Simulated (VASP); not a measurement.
# B (P6/mmm) in VASP: further runs

The runs below take B through single point, relaxation of cell and atoms, with PBE.

All numbers are computed with VASP 6.6.1; they aren't measurements. Logs are shortened: lines on timing, memory, paths and dates and some standing lists are left out, and cuts for length are marked.

### Step 1. The cell of the first run

It takes space group P6/mmm (No. 191, hexagonal). The conventional cell has a = 3.012 Å, b = 3.012 Å, c = 1.934 Å, α = 90.00°, β = 90.00°, γ = 120.00°. Within 2.3 Å of B (site symmetry -6m2) lie 5 B at 1.74 to 1.93 Å.

### Step 2. Single point, PBE

File INCAR:

```
PREC = Accurate ; ENCUT = 520
EDIFF = 1E-7 ; ISMEAR = 0
SIGMA = 0.1 ; LREAL = F
LASPH = T ; NELM = 100
ALGO = Normal ; ISIF = 2
LWAVE = F ; LCHARG = F
GGA = PE ; NBANDS = 10
```

File KPOINTS:

```
Automatic mesh
0
Gamma
  21 21 28
```

File POSCAR:

```
B
1.0
    3.0119850946      0.0000000000      0.0000000000
   -1.5059925473      2.6084556077      0.0000000000
    0.0000000000      0.0000000000      1.9337897446
B
2
Direct
    0.3333333333      0.6666666667      0.5000000000
    0.6666666667      0.3333333333      0.5000000000
```

Potentials or basis: VASP PAW PBE potentials, release 64 (B).

Run with:

```console
cat potpaw_PBE.64/B/POTCAR > POTCAR
mpirun -np 1 vasp_std > vasp.out
```

OUTCAR:

```text
PREC = Accurate
   ENCUT = 520
   EDIFF = 1E-7
   ISMEAR = 0
   LREAL = F
   LASPH = T
   NELM = 100
   ISIF = 2
   GGA = PE

 ion  position               nearest neighbor table
   1  0.333  0.667  0.500-   2 1.74   2 1.74   2 1.74
   2  0.667  0.333  0.500-   1 1.74   1 1.74   1 1.74

  LATTYP: Found a hexagonal cell.
 ALAT       =     3.0119850946
 C/A-ratio  =     0.6420316449

  Lattice vectors:

 A1 = (   3.0119850946,   0.0000000000,   0.0000000000)
 A2 = (  -1.5059925473,   2.6084556077,   0.0000000000)
 A3 = (   0.0000000000,   0.0000000000,   1.9337897446)

Analysis of symmetry for initial positions (statically):
[... 6 lines left out ...]

 Subroutine GETGRP returns: Found 24 space group operations
 (whereof 24 operations were pure point group operations)
 out of a pool of 24 trial point group operations.

The static configuration has the point symmetry D_6h.

Analysis of symmetry for dynamics (positions and initial velocities):
[... 6 lines left out ...]

 Subroutine GETGRP returns: Found 24 space group operations
 (whereof 24 operations were pure point group operations)
 out of a pool of 24 trial point group operations.

The dynamic configuration has the point symmetry D_6h.

 Subroutine INISYM returns: Found 24 space group operations
 (whereof 24 operations are pure point group operations),
 and found     1 'primitive' translations

----------------------------------------------------------------------------------------

                                     Primitive cell

  volume of cell :      15.1931

  direct lattice vectors                    reciprocal lattice vectors
     3.011985095  0.000000000  0.000000000     0.332006955  0.191684305  0.000000000
    -1.505992547  2.608455608  0.000000000     0.000000000  0.383368610  0.000000000
     0.000000000  0.000000000  1.933789745     0.000000000  0.000000000  0.517119300

  length of vectors
     3.011985095  3.011985095  1.933789745     0.383368610  0.383368610  0.517119300

  position of ions in fractional coordinates (direct lattice)
     0.333333333  0.666666667  0.500000000
     0.666666667  0.333333333  0.500000000

  ion indices of the primitive-cell ions
   primitive index   ion index
                 1           1
                 2           2

----------------------------------------------------------------------------------------

 KPOINTS: Automatic mesh

Automatic generation of k-mesh.
 Grid dimensions read from file:
[... 64 lines left out ...]
   NELM   =    100;   NELMIN=  2; NELMDL= -5     # of ELM steps
   EDIFF  = 0.1E-06   stopping-criterion for ELM
   LREAL  =      F    real-space projection
   EDIFFG = 0.1E-05   stopping-criterion for IOM
   NSW    =      0    number of steps for IOM
   IBRION =     -1    ionic relax: 0-MD 1-quasi-New 2-CG
   NFREE  =      0    steps in history (QN), initial steepest desc. (CG)
   ISIF   =      2    stress and relaxation
   ISYM   =      2    0-nonsym 1-usesym 2-fastsym
   POTIM  = 0.5000    time-step for ionic-motion
   TEBEG  =    0.0;   TEEND  =   0.0 temperature during run
   PSTRESS=    0.0 pullay stress
   NELECT =       6.0000    total number of electrons
   NUPDOWN=      -1.0000    fix difference up-down
   EMIN   =  10.00;   EMAX   =-10.00  energy-range for DOS
   EFERMI =   0.00;   METHOD = LEGACY
   ISMEAR =     0;   SIGMA  =   0.10  broadening in eV -4-tet -1-fermi 0-gaus
   EFERMI_NEDOS =   21; number of points for ismear=-14 and -15
   IALGO  =     38    algorithm
   IMIX   =      4    mixing-type and parameters
     AMIX     =   0.40;   BMIX     =  1.00
     AMIX_MAG =   1.60;   BMIX_MAG =  1.00
  volume/ion in A,a.u.               =       7.60        51.26
  Fermi-wavevector in a.u.,A,eV,Ry     =   1.201093  2.269737 19.628106  1.442625
  Thomas-Fermi vector in A             =   2.336911
   LORBIT       =      0    0 simple, 1 ext, 2 COOP (PROOUT), +10 PAW based schemes
   GGA     = PE    functional components
   LHFCALC =     F    Hartree Fock is set to
   AEXX    =    0.0000 exact exchange contribution
   IVDW    =     0    specifies the selected vdW correction
   LEPSILON=     F    determine dielectric tensor
   LRPA    =     F    only Hartree local field effects (RPA)
 non-spin polarized calculation
 Gauss-broadening in eV      SIGMA  =   0.10
  energy-cutoff  :      520.00
  volume of cell :       15.19
 maximum number of plane-waves:       439
 NGX is ok and might be reduce to    24
   NGX = 11   NGY = 11   NGZ =  7

 number of electron       6.0000000 magnetization

 Free energy of the ion-electron system (eV)
  ---------------------------------------------------
  ext. energy  EPLUGINS =         0.00000000
  ---------------------------------------------------
  free energy    TOTEN  =       -11.92192260 eV

  energy without entropy =      -11.91928778  energy(sigma->0) =      -11.92060519

 E-fermi :   5.4955     XC(G=0): -11.5534

 val. band max:        5.4935805971   @ k =   0.0952   0.0952   0.3571
 cond. band min:       5.4972560175   @ k =   0.3333   0.0476   0.5000
 fundamental gap:      0.0036754204
 Fermi energy:         5.4954746306

 k-point     1 :       0.0000    0.0000    0.0000
  band No.  band energies     occupation
      1      -9.1606      2.00000
      2       3.9037      2.00000
      3       3.9037      2.00000
      4      11.1184      0.00000
      5      11.1184      0.00000
      6      11.2347      0.00000
      7      18.0057      0.00000
      8      19.1546      0.00000
      9      25.9243      0.00000
     10      31.1226      0.00000
[... 287 lines left out ...]
 k-point    24 :       0.1905    0.0952    0.0000
  band No.  band energies     occupation
      1      -8.0830      2.00000
      2       0.2304      2.00000
      3       1.9624      2.00000
      4      10.6760      0.00000
      5      13.0594      0.00000
      6      16.3508      0.00000
      7      18.8243      0.00000
      8      23.2057      0.00000
      9      24.5449      0.00000
     10      30.1625      0.00000

 [... further k-points ...]
[... 5 lines left out ...]
  --------------------------------------------------------------------------------------
  -------------------------------------------------------------------------------------
  Total        0.0057259      0.0057259     -0.0036934      0.0000000     -0.0000000     -0.0000000
  in kB        0.6038199      0.6038199     -0.3894865      0.0000000     -0.0000000     -0.0000000
  external PRESSURE =       0.2727178 kB  Pullay stress =       0.0000000 kB

 VOLUME and BASIS-vectors are now :
 -----------------------------------------------------------------------------
  energy-cutoff  :      520.00
  volume of cell :       15.19
      direct lattice vectors                 reciprocal lattice vectors
     3.011985095  0.000000000  0.000000000     0.332006955  0.191684305  0.000000000
    -1.505992547  2.608455608  0.000000000     0.000000000  0.383368610  0.000000000
     0.000000000  0.000000000  1.933789745     0.000000000  0.000000000  0.517119300

 POSITION                                       TOTAL-FORCE (eV/Angst)
 -----------------------------------------------------------------------------------
     -0.00000      1.73897      0.96689         0.000000     -0.000000      0.000000
      1.50599      0.86949      0.96689        -0.000000      0.000000      0.000000
 -----------------------------------------------------------------------------------
    total drift:                                0.000000     -0.000000     -0.000000

  FREE ENERGIE OF THE ION-ELECTRON SYSTEM (eV)
  ---------------------------------------------------
  free  energy   TOTEN  =       -11.9219226022 eV

  energy  without entropy=      -11.9192877844  energy(sigma->0) =      -11.92060519
```

OSZICAR:

```text
N       E                     dE             d eps       ncg     rms          rms(c)
DAV:   1     0.873200034478E+00    0.87320E+00   -0.31666E+03 14728   0.534E+02
DAV:   2    -0.119330959219E+02   -0.12806E+02   -0.12371E+02 18584   0.937E+01
DAV:   3    -0.121426330728E+02   -0.20954E+00   -0.20671E+00 17496   0.892E+00
DAV:   4    -0.121428654171E+02   -0.23234E-03   -0.23233E-03 16910   0.297E-01
DAV:   5    -0.121428655071E+02   -0.89986E-07   -0.89933E-07 16562   0.601E-03    0.341E+00
DAV:   6    -0.119849876162E+02    0.15788E+00   -0.74359E-02 15720   0.147E+00    0.203E+00
DAV:   7    -0.119211554979E+02    0.63832E-01   -0.11012E-01 16312   0.178E+00    0.230E-01
DAV:   8    -0.119218751034E+02   -0.71961E-03   -0.17779E-03 15858   0.308E-01    0.286E-02
DAV:   9    -0.119219113980E+02   -0.36295E-04   -0.38800E-05 17096   0.402E-02    0.148E-02
DAV:  10    -0.119219224301E+02   -0.11032E-04   -0.10644E-05 15604   0.216E-02    0.876E-04
DAV:  11    -0.119219225497E+02   -0.11964E-06   -0.10776E-07 17206   0.247E-03    0.460E-04
DAV:  12    -0.119219226022E+02   -0.52451E-07   -0.23206E-08 13106   0.112E-03
   1 F= -.11921923E+02 E0= -.11920605E+02  d E =-.263482E-02
```

stdout:

```text
POSCAR found type information on POSCAR B
 POSCAR found :  1 types and       2 ions
 scaLAPACK will be used
 LDA part: xc-table for (Slater+PW92), standard interpolation
 POSCAR, INCAR and KPOINTS ok, starting setup
 FFT: planning ... GRIDC
 FFT: planning ... GRID_SOFT
 FFT: planning ... GRID
 WAVECAR not read
 entering main loop
```

Wall time 21 s (1 thread of Intel Xeon 6975P-C (Granite Rapids), shared host); peak memory 0.19 GiB.

Results:

```yaml
Free_energy: -11.9219 eV
Pressure: 0.0 GPa
Band_gap_on_the_k_mesh: zero (band 3 reaches 8.62 eV, above the bottom of band 4 at 3.53 eV)
```

### Step 3. Relaxation of cell and atoms, PBE

This run uses another cell than the first one, of 7.69 Å³/atom, 1.012 times its volume.

File INCAR:

```
  ALGO = Normal
  EDIFF = 1E-7
  EDIFFG = -0.01
  ENCUT = 600
  GGA = PE
  IBRION = 2
  ISIF = 3
  ISMEAR = 0
  LASPH = True
  LCHARG = False
  LREAL = False
  LWAVE = False
  NELM = 100
  NSW = 100
  PREC = Accurate
  SIGMA = 0.1
```

File KPOINTS:

```
k-points
0
Gamma
  21 21 28
```

File POSCAR:

```
B
1.0
    3.0080298899      0.0000000000      0.0000000000
   -1.5040149450      2.6050303000      0.0000000000
    0.0000000000      0.0000000000      1.9626314852
B
2
Direct
    0.3333333333      0.6666666667      0.5000000000
    0.6666666667      0.3333333333      0.5000000000
```

Potentials or basis: VASP PAW PBE potentials, release 64 (B).

Run with:

```console
cat potpaw_PBE.64/B/POTCAR > POTCAR
mpirun -np 1 vasp_std > vasp.out
```

Wall time 56 s (1 thread of Intel Xeon 6975P-C (Granite Rapids), shared host); peak memory 0.19 GiB.

The run converged. Its results:

```yaml
Free_energy: -11.9238 eV
Relaxed_volume: 7.59 Å³/atom
Relaxed_cell: a = 3.012 Å, b = 3.012 Å, c = 1.933 Å, α = 90.00°, β = 90.00°, γ = 120.00°
Space_group_after_relaxing_to_0.05_Å: P6/mmm (No. 191)
Energy_gained_by_relaxing: 1.3 meV/atom
Ionic_steps: 6
Pressure_after_relaxing: 0.0 GPa
Band_gap_on_the_k_mesh: zero (band 3 reaches 8.63 eV, above the bottom of band 4 at 3.54 eV)
```

Step by step:
```
step  energy change (eV)  largest force (eV/Å)  pressure (GPa)  volume (Å³)
   1              0.0000                0.0000           -1.14        15.38
   2             -0.0020                0.0000           -0.25        15.26
   3             -0.0025                0.0000            0.56        15.15
   4             -0.0025                0.0000            0.51        15.16
   5             -0.0026                0.0000           -0.33        15.21
   6             -0.0026                0.0000            0.02        15.19
```

Final structure:
```
B
1.0
     3.01213    0.00000    0.00000
    -1.50606    2.60858    0.00000
     0.00000    0.00000    1.93309
B
2
Direct
  0.33333 0.66667 0.50000
  0.66667 0.33333 0.50000
```

Levels at points of the mesh, in eV from the Fermi level:
```csv
k point,band 1,band 2,band 3,band 4,band 5,band 6,band 7
"(0.00, 0.00, 0.00)",-14.66,-1.60,-1.60,5.62,5.62,5.73,12.53
"(0.00, 0.00, 0.50)",-7.68,-5.59,3.13,3.13,4.61,11.23,11.23
```

### Step 4. Single point, PBE

This run uses another cell than the first one, of 7.69 Å³/atom, 1.012 times its volume.

File INCAR:

```
SYSTEM = B
PREC     = Accurate       ! precision mode
ENCUT    = 520            ! plane-wave cutoff, eV
EDIFF    = 1E-6           ! SCF threshold, eV
ISMEAR   = 0              ! smearing method
SIGMA    = 0.1            ! smearing width, eV
LREAL    = .FALSE.        ! projectors in reciprocal space
LASPH    = .TRUE.         ! aspherical terms in the spheres
NELM     = 100            ! most SCF steps
ALGO     = Normal         ! electronic algorithm
ISIF     = 2              ! what is computed and relaxed
LWAVE    = .FALSE.        ! write WAVECAR
LCHARG   = .TRUE.         ! write CHGCAR
GGA      = PE             ! functional
LELF     = .TRUE.         ! ELF
LVHAR    = .TRUE.       
NBANDS   = 10             ! bands
```

File KPOINTS:

```
Automatic mesh
0
G
  6 6 10
  0 0 0
```

POSCAR is that of step 3.

Run with:

```console
cat potpaw_PBE.64/B/POTCAR > POTCAR
mpirun -np 1 vasp_std > vasp.out
```

Wall time 2.1 s (1 thread of Intel Xeon 6975P-C (Granite Rapids), shared host); peak memory 0.12 GiB.

It converged, with:

| Property | Result |
| --- | --- |
| Free energy | -11.9390 eV |
| Pressure | -0.1 GPa |
| Band gap on the k mesh | zero (band 3 reaches 8.37 eV, above the bottom of band 4 at 3.53 eV) |

Levels at points of the mesh, in eV from the Fermi level:
```csv
k point,band 1,band 2,band 3,band 4,band 5,band 6,band 7,band 8
"(0.00, 0.00, 0.00)",-14.46,-1.38,-1.38,5.84,5.84,6.04,11.89,13.86
"(0.50, 0.00, 0.00)",-10.81,-9.53,-3.88,3.60,14.17,14.91,15.18,16.58
"(0.00, 0.00, 0.50)",-7.54,-5.80,3.06,3.06,4.94,11.16,11.16,17.13
"(0.50, 0.00, 0.50)",-4.32,-2.63,-2.58,-1.29,0.92,12.00,12.95,13.48
```

Caveat: the k points lie up to 0.40 Å⁻¹ apart.

### Step 5. Overview

| task | cell | k mesh | cutoff (eV) | gap on the mesh (eV) | pressure (GPa) |
| --- | --- | --- | --- | --- | --- |
| single point | a = 3.012, b = 3.012, c = 1.934 Å, angles 90.0, 90.0, 120.0°, 2 atoms | 21 × 21 × 28 | 520 | none | 0.0 |
| relaxation of cell and atoms | relaxed from a = 3.008, b = 3.008, c = 1.963 Å, angles 90.0, 90.0, 120.0°, 2 atoms | 21 × 21 × 28 | 600 | none | 0.0 |
| single point | a = 3.008, b = 3.008, c = 1.963 Å, angles 90.0, 90.0, 120.0°, 2 atoms | 6 × 6 × 10 | 520 | none | -0.1 |

Alike in all rows: level PBE; potentials or basis VASP PAW PBE potentials, release 64 (B); no spin polarisation; smearing gaussian 0.1 eV.

Caveats: some runs use coarse meshes.

Absolute energies hang on the potentials; compare differences alone.
